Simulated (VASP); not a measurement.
# ZrN (Fm-3m) in VASP: relaxation of cell and atoms with HSE06

Aim: the relaxation of cell and atoms of ZrN with HSE06.

Everything below comes from runs of VASP 6.6.1. Logs are shortened: lines on timing, memory, paths and dates and some standing lists are left out, and cuts for length are marked.

## Step 1: The cell of the first run

Symmetry: Fm-3m, No. 225, cubic system. The conventional cell has a = 4.587 Å, b = 4.587 Å, c = 4.587 Å, α = 90.00°, β = 90.00°, γ = 90.00°. Zr (site symmetry m-3m) has 6 N at 2.29 Å within 3.0 Å. Within 3.0 Å of N (site symmetry m-3m) lie 6 Zr at 2.29 Å.

## Step 2: Relaxation of cell and atoms, HSE06

POSCAR reads:

```
ZrN
1.0
    0.0000000000      2.2936636672      2.2936636672
    2.2936636672      0.0000000000      2.2936636672
    2.2936636672      2.2936636672      0.0000000000
Zr N
1 1
Direct
    0.5000000000      0.5000000000      0.5000000000
    0.0000000000      0.0000000000      0.0000000000
```

INCAR.step1 reads:

```
  ALGO = Normal
  EDIFF = 1E-5
  EDIFFG = -0.005
  ENCUT = 600
  GGA = PE
  GGA_COMPAT = False
  IBRION = 2
  ISIF = 3
  ISMEAR = -1
  LASPH = True
  LCHARG = False
  LREAL = False
  LWAVE = True
  NBANDS = 16
  NELM = 120
  NELMIN = 4
  NSW = 100
  PREC = Accurate
  SIGMA = 0.02
```

INCAR.step2 reads:

```
  ALGO = Normal
  EDIFF = 1E-7
  EDIFFG = -0.005
  ENCUT = 600
  GGA = PE
  GGA_COMPAT = False
  HFSCREEN = 0.2079
  IBRION = 2
  ISIF = 3
  ISMEAR = -1
  ISTART = 1
  LASPH = True
  LCHARG = False
  LHFCALC = True
  LREAL = False
  LWAVE = False
  NELM = 120
  NELMIN = 4
  NSW = 80
  PREC = Accurate
  PRECFOCK = Normal
  SIGMA = 0.02
```

KPOINTS reads:

```
k-points
0
Gamma
  6 6 6
```

Potentials or basis: VASP PAW PBE potentials, release 64 (Zr_sv, N).

Started as:

```console
cat potpaw_PBE.64/Zr_sv/POTCAR potpaw_PBE.64/N/POTCAR > POTCAR
cp INCAR.step1 INCAR
mpirun -np 1 vasp_std > vasp.out
cp INCAR.step2 INCAR
mpirun -np 1 vasp_std > vasp.out
```

OUTCAR:

```text
EDIFF = 1E-7
   EDIFFG = -0.005
   ENCUT = 600
   GGA = PE
   HFSCREEN = 0.2079
   IBRION = 2
   ISIF = 3
   ISMEAR = -1
   ISTART = 1
   LASPH = True
   LHFCALC = True
   LREAL = False
   NELM = 120
   NELMIN = 4
   NSW = 80
   PREC = Accurate
   PRECFOCK = Normal

 ion  position               nearest neighbor table
   1  0.500  0.500  0.500-   2 2.29   2 2.29   2 2.29   2 2.29   2 2.29   2 2.29
   2  0.000  0.000  0.000-   1 2.29   1 2.29   1 2.29   1 2.29   1 2.29   1 2.29

  LATTYP: Found a face centered cubic cell.
 ALAT       =     4.5873273344

  Lattice vectors:

 A1 = (   0.0000000000,   2.2936636672,   2.2936636672)
 A2 = (   2.2936636672,   0.0000000000,   2.2936636672)
 A3 = (   2.2936636672,   2.2936636672,   0.0000000000)

Analysis of symmetry for initial positions (statically):
=====================================================================
 Subroutine PRICEL returns:
 Original cell was already a primitive cell.

 Routine SETGRP: Setting up the symmetry group for a
 face centered cubic supercell.

 Subroutine GETGRP returns: Found 48 space group operations
 (whereof 48 operations were pure point group operations)
 out of a pool of 48 trial point group operations.

The static configuration has the point symmetry O_h .

Analysis of symmetry for dynamics (positions and initial velocities):
=====================================================================
 Subroutine PRICEL returns:
 Original cell was already a primitive cell.

 Routine SETGRP: Setting up the symmetry group for a
 face centered cubic supercell.

 Subroutine GETGRP returns: Found 48 space group operations
 (whereof 48 operations were pure point group operations)
 out of a pool of 48 trial point group operations.

The dynamic configuration has the point symmetry O_h .

 Subroutine INISYM returns: Found 48 space group operations
 (whereof 48 operations are pure point group operations),
 and found     1 'primitive' translations

----------------------------------------------------------------------------------------

                                     Primitive cell

  volume of cell :      24.1334

  direct lattice vectors                    reciprocal lattice vectors
     0.000000000  2.293663667  2.293663667    -0.217991856  0.217991856  0.217991856
     2.293663667  0.000000000  2.293663667     0.217991856 -0.217991856  0.217991856
     2.293663667  2.293663667  0.000000000     0.217991856  0.217991856 -0.217991856

  length of vectors
     3.243730266  3.243730266  3.243730266     0.377572970  0.377572970  0.377572970

  position of ions in fractional coordinates (direct lattice)
     0.500000000  0.500000000  0.500000000
     0.000000000  0.000000000  0.000000000

  ion indices of the primitive-cell ions
   primitive index   ion index
                 1           1
                 2           2

----------------------------------------------------------------------------------------

 KPOINTS: k-points

Automatic generation of k-mesh.
 Grid dimensions read from file:
 generate k-points for:    6    6    6

 Generating k-lattice:

  Cartesian coordinates                     Fractional coordinates (reciprocal lattice)
    -0.036331976  0.036331976  0.036331976     0.166666667  0.000000000  0.000000000
     0.036331976 -0.036331976  0.036331976     0.000000000  0.166666667  0.000000000
     0.036331976  0.036331976 -0.036331976     0.000000000  0.000000000  0.166666667

  Length of vectors
     0.062928828  0.062928828  0.062928828

  Shift w.r.t. Gamma in fractional coordinates (k-lattice)
     0.000000000  0.000000000  0.000000000

 Subroutine IBZKPT returns following result:
 ===========================================

 Found     16 irreducible k-points:

 Following reciprocal coordinates:
            Coordinates               Weight
  0.000000  0.000000  0.000000      1.000000
  0.166667  0.000000  0.000000      8.000000
  0.333333  0.000000  0.000000      8.000000
  0.500000  0.000000  0.000000      4.000000
  0.166667  0.166667  0.000000      6.000000
  0.333333  0.166667  0.000000     24.000000
[... 8 lines left out ...]
 -0.333333  0.333333  0.166667     24.000000
 -0.333333  0.500000  0.166667     12.000000
   k-points           NKPTS =     16   k-points in BZ     NKDIM =    216   number of bands    NBANDS=     12
   number of dos      NEDOS =    301   number of ions     NIONS =      2
   total plane-waves  NPLWV =  21952
   dimension x,y,z NGX =    28 NGY =   28 NGZ =   28
   dimension x,y,z NGXF=    56 NGYF=   56 NGZF=   56
   ions per type =               1   1
   NGX,Y,Z   is equivalent  to a cutoff of  14.35, 14.35, 14.35 a.u.
   NGXF,Y,Z  is equivalent  to a cutoff of  28.70, 28.70, 28.70 a.u.
 SYSTEM =  unknown system
   PREC   = accura    normal or accurate (medium, high low for compatibility)
   ISTART =      1    job   : 0-new  1-cont  2-samecut
   ICHARG =      0    charge: 1-file 2-atom 10-const
   ISPIN  =      1    spin polarized calculation?
   LNONCOLLINEAR =      F non collinear calculations
   LSORBIT =      F    spin-orbit coupling
   LASPH  =      T    aspherical Exc in radial PAW
   ENCUT  =  600.0 eV  44.10 Ry    6.64 a.u.   6.48  6.48  6.48*2*pi/ulx,y,z
   NELM   =    120;   NELMIN=  4; NELMDL=  0     # of ELM steps
   EDIFF  = 0.1E-06   stopping-criterion for ELM
   LREAL  =      F    real-space projection
   EDIFFG = -.5E-02   stopping-criterion for IOM
   NSW    =     80    number of steps for IOM
   IBRION =      2    ionic relax: 0-MD 1-quasi-New 2-CG
   NFREE  =      1    steps in history (QN), initial steepest desc. (CG)
   ISIF   =      3    stress and relaxation
   ISYM   =      3    0-nonsym 1-usesym 2-fastsym
   POTIM  = 0.5000    time-step for ionic-motion
   TEBEG  =    0.0;   TEEND  =   0.0 temperature during run
   PSTRESS=    0.0 pullay stress
   NELECT =      17.0000    total number of electrons
   NUPDOWN=      -1.0000    fix difference up-down
   EMIN   =  10.00;   EMAX   =-10.00  energy-range for DOS
   EFERMI =   0.00;   METHOD = LEGACY
   ISMEAR =    -1;   SIGMA  =   0.02  broadening in eV -4-tet -1-fermi 0-gaus
   EFERMI_NEDOS =   21; number of points for ismear=-14 and -15
   IALGO  =     38    algorithm
   IMIX   =      1    mixing-type and parameters
     AMIX     =   0.40;   BMIX     =  1.00
     AMIX_MAG =   1.60;   BMIX_MAG =  1.00
  volume/ion in A,a.u.               =      12.07        81.43
  Fermi-wavevector in a.u.,A,eV,Ry     =   1.456637  2.752645 28.868733  2.121792
  Thomas-Fermi vector in A             =   2.573532
   LORBIT       =      0    0 simple, 1 ext, 2 COOP (PROOUT), +10 PAW based schemes
   GGA     = PE    functional components
   LHFCALC =     T    Hartree Fock is set to
   PRECFOCK=normal    Normal, Fast or Accurate (Low or Medium for compatibility)
   ENCUT4O =  -1.0   cutoff for four orbital integrals eV
   NKREDX  =     1    reduce k-point grid by
   NKREDY  =     1    reduce k-point grid by
   NKREDZ  =     1    reduce k-point grid by
   AEXX    =    0.2500 exact exchange contribution
   HFSCREEN=    0.2079 screening length (either q_TF or 0.3 A-1)
   HFSCREENC=   0.2079 screening length for correlation (either q_TF or 0.3 A-1)
   ENCUTFOCK=  -1.0 apply spherical cutoff to Coloumb kernel
   IVDW    =     0    specifies the selected vdW correction
   LEPSILON=     F    determine dielectric tensor
   LRPA    =     F    only Hartree local field effects (RPA)
 conjugate gradient relaxation of ions
 non-spin polarized calculation
  energy-cutoff  :      600.00
  volume of cell :       24.13
 maximum number of plane-waves:       821
 NGX is ok and might be reduce to    28
  NGX = 20; NGY = 20; NGZ = 20

--------------------------------------- Ionic step        1  -------------------------------------------

 number of electron      17.0000000 magnetization

 Free energy of the ion-electron system (eV)
  ---------------------------------------------------
  ext. energy  EPLUGINS =         0.00000000
  ---------------------------------------------------
  free energy    TOTEN  =       -23.87016639 eV

  energy without entropy =      -23.86933317  energy(sigma->0) =      -23.86974978

------------------------ aborting loop because EDIFF is reached ----------------------------------------

  FORCE on cell =-STRESS in cart. coord.  units (eV):
  Direction    XX          YY          ZZ          XY          YZ          ZX
  --------------------------------------------------------------------------------------
  -------------------------------------------------------------------------------------
  Total       -0.6593137     -0.6593137     -0.6593137      0.0000000     -0.0000000      0.0000000
  in kB      -43.7706978    -43.7706978    -43.7706978      0.0000000     -0.0000000      0.0000000
  external PRESSURE =     -43.7706978 kB  Pullay stress =       0.0000000 kB
[... 57 lines left out ...]
  energy  without entropy=      -23.8540823399  energy(sigma->0) =      -23.85449892

--------------------------------------- Ionic step        3  -------------------------------------------

 number of electron      17.0000000 magnetization

 Free energy of the ion-electron system (eV)
  ---------------------------------------------------
  ext. energy  EPLUGINS =         0.00000000
  ---------------------------------------------------
  free energy    TOTEN  =       -23.87564695 eV

  energy without entropy =      -23.87481375  energy(sigma->0) =      -23.87523035

 E-fermi :  12.5664     XC(G=0): -10.3037

 val. band max:       12.5444632873   @ k =   0.1667   0.0000   0.0000
 cond. band min:      12.8257466342   @ k =   0.1667   0.0000   0.0000
 fundamental gap:      0.2812833469
 Fermi energy:        12.5664350339

 k-point     1 :       0.0000    0.0000    0.0000
  band No.  band energies     occupation
      1     -41.1064      2.00000
      2     -17.2848      2.00000
      3     -17.2848      2.00000
      4     -17.2848      2.00000
      5      -6.3771      2.00000
      6       8.8268      2.00000
      7       8.8268      2.00000
      8       8.8268      2.00000
      9      11.9844      2.00000
     10      11.9844      2.00000
     11      11.9844      2.00000
     12      14.3057      0.00000
[... 252 lines left out ...]
  FREE ENERGIE OF THE ION-ELECTRON SYSTEM (eV)
  ---------------------------------------------------
  free  energy   TOTEN  =       -23.8756469478 eV

  energy  without entropy=      -23.8748137543  energy(sigma->0) =      -23.87523035

 reached required accuracy - stopping structural energy minimisation
```

Run time: 55 min. Hardware: 1 thread of Intel Xeon 6975P-C (Granite Rapids), shared host; peak memory 0.27 GiB.

Results:

| Property | Result |
| --- | --- |
| Free energy | -23.8756 eV |
| Relaxed volume | 11.87 Å³/atom |
| Relaxed cell | a = 3.226 Å, b = 3.226 Å, c = 3.226 Å, α = 60.00°, β = 60.00°, γ = 60.00° |
| Space group after relaxing (to 0.1 Å) | Fm-3m (No. 225) |
| Energy gained by relaxing | 2.7 meV/atom |
| Ionic steps | 3 |
| Pressure after relaxing | 0.0 GPa |
| Band gap on the k mesh | zero (an odd number of electrons rules out a gap without spin polarisation) |

Step by step:
```tsv
step	energy change (eV)	largest force (eV/Å)	pressure (GPa)	volume (Å³)
1	0.0000	0.0000	-4.38	24.13
2	0.0153	0.0000	9.26	23.00
3	-0.0055	0.0000	-0.04	23.74
```

Final structure:
```xyz
2
Lattice="0.0000 2.2812 2.2812 2.2812 0.0000 2.2812 2.2812 2.2812 0.0000" Properties=species:S:1:pos:R:3 pbc="T T T"
Zr    2.2812    2.2812    2.2812
N     0.0000    0.0000    0.0000
```

Caveat: the k points lie up to 0.40 Å⁻¹ apart in the final cell, too coarse for converged energies and pressures of a metal; the PAW data sets were made with another functional, which shifts forces and pressure a little; an odd number of electrons without spin polarisation forces a metal; a magnetic or distorted state may lie lower.

The gap in the log of VASP goes by the Fermi energy; the results here count the filled bands.